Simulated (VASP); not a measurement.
The system is InP.

```
In P
1.0
     0.00000    2.74536    2.74536
     2.74536    0.00000    2.74536
     2.74536    2.74536    0.00000
In P
1 1
Direct
  0.00000 0.00000 0.00000
  0.50000 0.50000 0.50000
```

Base run:

```yaml
Program: VASP 6.6.1
Functional: PBE
Potentials_or_basis: VASP PAW PBE potentials, release 64 (In_d, P)
Cutoff: 520 eV
k_mesh: 6 × 6 × 6
Occupations: fermi-dirac, width 0.02 eV
Spin: no spin polarisation
```

Its results: band gap on the k mesh zero (band 9 reaches 7.64 eV, above the bottom of band 10 at 4.92 eV); pressure 2.3 GPa.

Question: The run is repeated on the same cell with these changes: functional from PBE to r2SCAN; cutoff from 520 eV to 550 eV. What comes out?

Answer: Band gap on the k mesh zero (band 9 reaches 7.49 eV, above the bottom of band 10 at 4.93 eV); pressure 0.7 GPa.

Caveats: spin-orbit coupling is left out, which moves the levels of the heavy elements; the PAW data sets were made with another functional, which shifts forces and pressure a little (some runs).
